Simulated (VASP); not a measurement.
# PbF2 (R-3m) in VASP: further runs

The runs below take PbF2 through single point, relaxation of cell and atoms, with r2SCAN+rVV10.

Everything below comes from runs of VASP 6.6.1. Logs are shortened: lines on timing, memory, paths and dates and some standing lists are left out, and cuts for length are marked.

## 1. The cell of the first run

The typed cell holds 3 atoms: a = 4.167 Å, b = 4.167 Å, c = 4.167 Å, α = 59.99°, β = 59.99°, γ = 59.99°.

## 2. Single point, r2SCAN+rVV10

POSCAR

```
PbF2
1.0
    2.0829741676      1.2026056964      3.4024036787
   -2.0829741676      1.2026056964      3.4024036787
    0.0000000000     -2.4052113928      3.4024036787
Pb F
1 2
Direct
    0.0000000000      0.0000000000      0.0000000000
    0.7500019271      0.7500019271      0.7500019271
    0.2499980729      0.2499980729      0.2499980729
```

INCAR.step1

```
ALGO = Normal
EDIFF = 1E-4
ENCUT = 520
GGA = PE
ISMEAR = -1
LASPH = T
LCHARG = F
LREAL = F
LWAVE = T
NBANDS = 21
NELM = 60
PREC = Accurate
SIGMA = 0.03
```

INCAR.step2

```
ALGO = Normal
BPARAM = 11.95
CPARAM = 0.0093
EDIFF = 1E-6
ENCUT = 520
ISIF = 2
ISMEAR = -1
ISTART = 1
IVDW_NL = 2
LASPH = T
LCHARG = F
LMIXTAU = T
LREAL = F
LUSE_VDW = T
LWAVE = F
METAGGA = R2SCAN
NBANDS = 21
NELM = 60
PREC = Accurate
SIGMA = 0.03
```

KPOINTS

```
k-points
0
Gamma
  8 8 8
```

Potentials or basis: VASP PAW PBE potentials, release 64 (Pb_d, F).

Launch:

```console
> cat potpaw_PBE.64/Pb_d/POTCAR potpaw_PBE.64/F/POTCAR > POTCAR
> cp INCAR.step1 INCAR
> mpirun -np 1 vasp_std > vasp.out
> cp INCAR.step2 INCAR
> mpirun -np 1 vasp_std > vasp.out
```

OUTCAR:

```text
BPARAM = 11.95
   EDIFF = 1E-6
   ENCUT = 520
   ISIF = 2
   ISMEAR = -1
   ISTART = 1
   IVDW_NL = 2
   LASPH = T
   LREAL = F
   METAGGA = R2SCAN
   NELM = 60
   PREC = Accurate

 ion  position               nearest neighbor table
   1  0.000  0.000  0.000-   2 2.55   2 2.55   3 2.55   3 2.55   2 2.55   3 2.55   3 2.55   2 2.55

   2  0.750  0.750  0.750-   1 2.55   1 2.55   1 2.55   1 2.55
   3  0.250  0.250  0.250-   1 2.55   1 2.55   1 2.55   1 2.55

  LATTYP: Found a trigonal (rhomboedric) cell.
 ALAT       =     4.1667004496
 COS(alpha) =     0.5001804897

  Lattice vectors:

 A1 = (   2.0829741676,   1.2026056964,   3.4024036787)
 A2 = (  -2.0829741676,   1.2026056964,   3.4024036787)
 A3 = (   0.0000000000,  -2.4052113928,   3.4024036787)

Analysis of symmetry for initial positions (statically):
=====================================================================
 Subroutine PRICEL returns:
 Original cell was already a primitive cell.

 Routine SETGRP: Setting up the symmetry group for a
 trigonal (rhombohedral) supercell.

 Subroutine GETGRP returns: Found 12 space group operations
 (whereof 12 operations were pure point group operations)
 out of a pool of 12 trial point group operations.

The static configuration has the point symmetry D_3d.

Analysis of symmetry for dynamics (positions and initial velocities):
=====================================================================
 Subroutine PRICEL returns:
 Original cell was already a primitive cell.

 Routine SETGRP: Setting up the symmetry group for a
 trigonal (rhombohedral) supercell.

 Subroutine GETGRP returns: Found 12 space group operations
 (whereof 12 operations were pure point group operations)
 out of a pool of 12 trial point group operations.

The dynamic configuration has the point symmetry D_3d.

 Subroutine INISYM returns: Found 12 space group operations
 (whereof 12 operations are pure point group operations),
 and found     1 'primitive' translations

----------------------------------------------------------------------------------------

                                     Primitive cell

  volume of cell :      51.1381

[... 84 lines left out ...]
   ISPIN  =      1    spin polarized calculation?
   LNONCOLLINEAR =      F non collinear calculations
   LSORBIT =      F    spin-orbit coupling
   LASPH  =      T    aspherical Exc in radial PAW
   ENCUT  =  520.0 eV  38.22 Ry    6.18 a.u.   7.75  7.75  7.75*2*pi/ulx,y,z
   NELM   =     60;   NELMIN=  2; NELMDL=  0     # of ELM steps
   EDIFF  = 0.1E-05   stopping-criterion for ELM
   LREAL  =      F    real-space projection
   EDIFFG = 0.1E-04   stopping-criterion for IOM
   NSW    =      0    number of steps for IOM
   IBRION =     -1    ionic relax: 0-MD 1-quasi-New 2-CG
   NFREE  =      0    steps in history (QN), initial steepest desc. (CG)
   ISIF   =      2    stress and relaxation
   ISYM   =      2    0-nonsym 1-usesym 2-fastsym
   POTIM  = 0.5000    time-step for ionic-motion
   TEBEG  =    0.0;   TEEND  =   0.0 temperature during run
   PSTRESS=    0.0 pullay stress
   NELECT =      28.0000    total number of electrons
   NUPDOWN=      -1.0000    fix difference up-down
   EMIN   =  10.00;   EMAX   =-10.00  energy-range for DOS
   EFERMI =   0.00;   METHOD = LEGACY
   ISMEAR =    -1;   SIGMA  =   0.03  broadening in eV -4-tet -1-fermi 0-gaus
   EFERMI_NEDOS =   21; number of points for ismear=-14 and -15
   IALGO  =     38    algorithm
   IMIX   =      4    mixing-type and parameters
     AMIX     =   0.40;   BMIX     =  1.00
     AMIX_MAG =   1.60;   BMIX_MAG =  1.00
  volume/ion in A,a.u.               =      17.05       115.03
  Fermi-wavevector in a.u.,A,eV,Ry     =   1.339305  2.530919 24.405279  1.793737
  Thomas-Fermi vector in A             =   2.467707
   LORBIT       =      0    0 simple, 1 ext, 2 COOP (PROOUT), +10 PAW based schemes
   METAGGA = R2SCAN    functional components
   LHFCALC =     F    Hartree Fock is set to
   AEXX    =    0.0000 exact exchange contribution
   IVDW_NL    =     2    kernel type
   BPARAM     =11.9500
   IVDW    =     0    specifies the selected vdW correction
   LEPSILON=     F    determine dielectric tensor
   LRPA    =     F    only Hartree local field effects (RPA)
 non-spin polarized calculation
  energy-cutoff  :      520.00
  volume of cell :       51.14
 maximum number of plane-waves:      1411
   NGX = 15   NGY = 15   NGZ = 15

 number of electron      27.9999995 magnetization

 Free energy of the ion-electron system (eV)
  ---------------------------------------------------
  ext. energy  EPLUGINS =         0.00000000
  ---------------------------------------------------
  free energy    TOTEN  =       -69.25507219 eV

  energy without entropy =      -69.25507219  energy(sigma->0) =      -69.25507219

 E-fermi :   2.4125     XC(G=0): -10.1964

 val. band max:        1.7308080114   @ k =  -0.2500   0.5000   0.2500
 cond. band min:       6.6076346103   @ k =   0.5000   0.5000  -0.0000
 fundamental gap:      4.8768265990
 Fermi energy:         2.4125041720

 k-point     1 :       0.0000    0.0000    0.0000
  band No.  band energies     occupation
      1     -20.8194      2.00000
      2     -20.1968      2.00000
      3     -13.1448      2.00000
      4     -13.1447      2.00000
      5     -13.1447      2.00000
      6     -13.0852      2.00000
[... 565 lines left out ...]
     20      16.8680      0.00000
     21      18.7690      0.00000

 [... further k-points ...]

------------------------ aborting loop because EDIFF is reached ----------------------------------------

  FORCE on cell =-STRESS in cart. coord.  units (eV):
  Direction    XX          YY          ZZ          XY          YZ          ZX
  --------------------------------------------------------------------------------------
  -------------------------------------------------------------------------------------
  Total        0.0250653      0.0250653      0.0180970     -0.0000000     -0.0000000      0.0000000
  in kB        0.7853053      0.7853053      0.5669869     -0.0000000     -0.0000000      0.0000000
  external PRESSURE =       0.7125325 kB  Pullay stress =       0.0000000 kB

 VOLUME and BASIS-vectors are now :
 -----------------------------------------------------------------------------
  energy-cutoff  :      520.00
  volume of cell :       51.14
      direct lattice vectors                 reciprocal lattice vectors
     2.082974168  1.202605696  3.402403679     0.240041383  0.138587957  0.097969954
    -2.082974168  1.202605696  3.402403679    -0.240041383  0.138587957  0.097969954
     0.000000000 -2.405211393  3.402403679     0.000000000 -0.277175914  0.097969954

 POSITION                                       TOTAL-FORCE (eV/Angst)
 -----------------------------------------------------------------------------------
      0.00000      0.00000      0.00000        -0.000000     -0.000000     -0.000000
      0.00000      0.00000      7.65543         0.000000      0.000000      0.000946
      0.00000      0.00000      2.55178         0.000000      0.000000     -0.000946
 -----------------------------------------------------------------------------------
    total drift:                               -0.000000      0.000000     -0.000000

  FREE ENERGIE OF THE ION-ELECTRON SYSTEM (eV)
  ---------------------------------------------------
  free  energy   TOTEN  =       -69.2550721933 eV

  energy  without entropy=      -69.2550721932  energy(sigma->0) =      -69.25507219
```

It took 6.1 min on 1 thread of Intel Xeon 8259CL, shared host; peak memory 0.36 GiB.

Results:

```
Free energy            : -69.2551 eV
Pressure               : 0.1 GPa
Band gap on the k mesh : 4.88 eV (least direct gap 5.03 eV)
```

Levels at points of the mesh, in eV from the valence-band top:
| k point | band 11 | band 12 | band 13 | band 14 | band 15 | band 16 | band 17 | band 18 |
| --- | --- | --- | --- | --- | --- | --- | --- | --- |
| (0.00, 0.00, 0.00) | -2.79 | -2.27 | -2.27 | -2.27 | 7.27 | 7.28 | 7.28 | 10.48 |
| (0.50, 0.00, 0.00) | -2.98 | -2.45 | -2.45 | -0.07 | 5.28 | 8.27 | 8.27 | 13.28 |
| (0.50, 0.50, 0.00) | -1.85 | -1.84 | -1.84 | -0.15 | 4.88 | 8.48 | 8.48 | 8.80 |
| (0.50, 0.50, 0.50) | -2.98 | -2.45 | -2.45 | -0.07 | 5.28 | 8.27 | 8.27 | 13.28 |

Caveat: the PAW data sets were made with another functional, which shifts forces and pressure a little; spin-orbit coupling is left out, which moves the levels of the heavy elements.

## 3. Single point, r2SCAN+rVV10

POSCAR is that of step 2.

INCAR.step1

```
SYSTEM = PbF2
PREC = Accurate
ENCUT = 520
ISMEAR = -1
SIGMA = 0.03
LREAL = .False.
LASPH = .True.
NELM = 100
NBANDS = 21
GGA = PE
ALGO = Normal
EDIFF = 1E-4
LWAVE = .True.
LCHARG = .False.
```

INCAR.step2

```
SYSTEM = PbF2
PREC = Accurate
ENCUT = 520
EDIFF = 1E-6
ISMEAR = -1
SIGMA = 0.03
LREAL = .False.
LASPH = .True.
NELM = 100
ALGO = Normal
ISIF = 2
LWAVE = .False.
LCHARG = .False.
METAGGA = R2SCAN
LMIXTAU = .True.
LUSE_VDW = .True.
IVDW_NL = 2
BPARAM = 11.95
CPARAM = 0.0093
NBANDS = 21
ISTART = 1
```

KPOINTS

```
regular mesh
0
Gamma
  8 8 8
  0 0 0
```

Potentials or basis: VASP PAW PBE potentials, release 64 (Pb_d, F).

Launch:

```console
> cat potpaw_PBE.64/Pb_d/POTCAR potpaw_PBE.64/F/POTCAR > POTCAR
> cp INCAR.step1 INCAR
> mpirun -np 1 vasp_std > vasp.out
> cp INCAR.step2 INCAR
> mpirun -np 1 vasp_std > vasp.out
```

Run time: 4.3 min. Hardware: 1 thread of Intel Xeon 8259CL, shared host; peak memory 0.36 GiB.

Results (log left out):

```yaml
Free_energy: -69.2551 eV
Pressure: 0.1 GPa
Band_gap_on_the_k_mesh: 4.88 eV (least direct gap 5.03 eV)
```

Levels at points of the mesh, in eV from the valence-band top:
| k point | band 11 | band 12 | band 13 | band 14 | band 15 | band 16 | band 17 | band 18 |
| --- | --- | --- | --- | --- | --- | --- | --- | --- |
| (0.00, 0.00, 0.00) | -2.79 | -2.27 | -2.27 | -2.27 | 7.27 | 7.28 | 7.28 | 10.48 |
| (0.50, 0.00, 0.00) | -2.98 | -2.45 | -2.45 | -0.07 | 5.28 | 8.27 | 8.27 | 13.28 |
| (0.50, 0.50, 0.00) | -1.85 | -1.84 | -1.84 | -0.15 | 4.88 | 8.48 | 8.48 | 8.80 |
| (0.50, 0.50, 0.50) | -2.98 | -2.45 | -2.45 | -0.07 | 5.28 | 8.27 | 8.27 | 13.28 |

Caveat: the PAW data sets were made with another functional, which shifts forces and pressure a little; spin-orbit coupling is left out, which moves the levels of the heavy elements. A k mesh can miss the band edges.

## 4. Relaxation of cell and atoms, r2SCAN+rVV10

This run uses another cell than the first one, of 17.10 Å³/atom.

POSCAR

```
PbF2
1.0
    2.0847423722      1.2036265698      3.4074281284
   -2.0847423722      1.2036265698      3.4074281284
    0.0000000000     -2.4072531396      3.4074281284
Pb F
1 2
Direct
    0.0000000000      0.0000000000      0.0000000000
    0.7500566785      0.7500566785      0.7500566785
    0.2499433215      0.2499433215      0.2499433215
```

INCAR.step1

```
PREC = Accurate
ENCUT = 600
ISMEAR = -1
SIGMA = 0.03
LREAL = F
LASPH = T
NELM = 60
GGA = PE
ALGO = Normal
EDIFF = 1E-4
LWAVE = T
LCHARG = F
```

INCAR.step2

```
PREC = Accurate
ENCUT = 600
EDIFF = 1E-7
ISMEAR = -1
SIGMA = 0.03
LREAL = F
LASPH = T
NELM = 60
ALGO = Normal
ISIF = 3
LWAVE = F
LCHARG = F
METAGGA = R2SCAN
LMIXTAU = T
LUSE_VDW = T
IVDW_NL = 2
BPARAM = 11.95
CPARAM = 0.0093
IBRION = 2
NSW = 100
EDIFFG = -0.01
ISTART = 1
```

KPOINTS

```
regular mesh
0
Gamma
  8 8 8
```

Launch:

```console
> cat potpaw_PBE.64/Pb_d/POTCAR potpaw_PBE.64/F/POTCAR > POTCAR
> cp INCAR.step1 INCAR
> mpirun -np 1 vasp_std > vasp.out
> cp INCAR.step2 INCAR
> mpirun -np 1 vasp_std > vasp.out
```

It took 10 min on 1 thread of Intel Xeon 8259CL, shared host; peak memory 0.44 GiB.

Results (log left out):

- Free energy: -69.2605 eV
- Relaxed volume: 17.03 Å³/atom
- Relaxed cell: a = 4.166 Å, b = 4.166 Å, c = 4.166 Å, α = 59.97°, β = 59.97°, γ = 59.97°
- Space group after relaxing (to 0.1 Å): Fm-3m (No. 225)
- Energy gained by relaxing: 0.0 meV/atom
- Ionic steps: 2
- Pressure after relaxing: 0.1 GPa
- Band gap on the k mesh: 4.88 eV (least direct gap 5.03 eV)

Step by step:
```tsv
step	energy change (eV)	largest force (eV/Å)	pressure (GPa)	volume (Å³)
1	0.0000	0.0006	-0.25	51.30
2	-0.0001	0.0004	0.06	51.10
```

Final structure:
```yaml
crystal:
  lattice:
    - [2.08221, 1.20216, 3.40246]
    - [-2.08221, 1.20216, 3.40246]
    - [0.00000, -2.40433, 3.40246]
  atoms:
    - { symbol: Pb, position: [0.00000, 0.00000, 0.00000] }
    - { symbol: F, position: [0.75006, 0.75006, 0.75006] }
    - { symbol: F, position: [0.24994, 0.24994, 0.24994] }
```

Levels at points of the mesh, in eV from the valence-band top:
```
           k point  band 10  band 11  band 12  band 13  band 14  band 15  band 16  band 17  band 18
(0.00, 0.00, 0.00)    -2.79    -2.79    -2.28    -2.28    -2.28     7.27     7.28     7.28    10.49
(0.50, 0.00, 0.00)    -2.99    -2.98    -2.46    -2.46    -0.07     5.28     8.27     8.27    13.28
(0.50, 0.50, 0.00)    -3.88    -1.85    -1.85    -1.85    -0.15     4.88     8.48     8.49     8.80
(0.50, 0.50, 0.50)    -2.98    -2.98    -2.46    -2.46    -0.07     5.28     8.27     8.27    13.28
```

Caveat: the PAW data sets were made with another functional, which shifts forces and pressure a little; spin-orbit coupling is left out, which moves the levels of the heavy elements. A k mesh can miss the band edges.
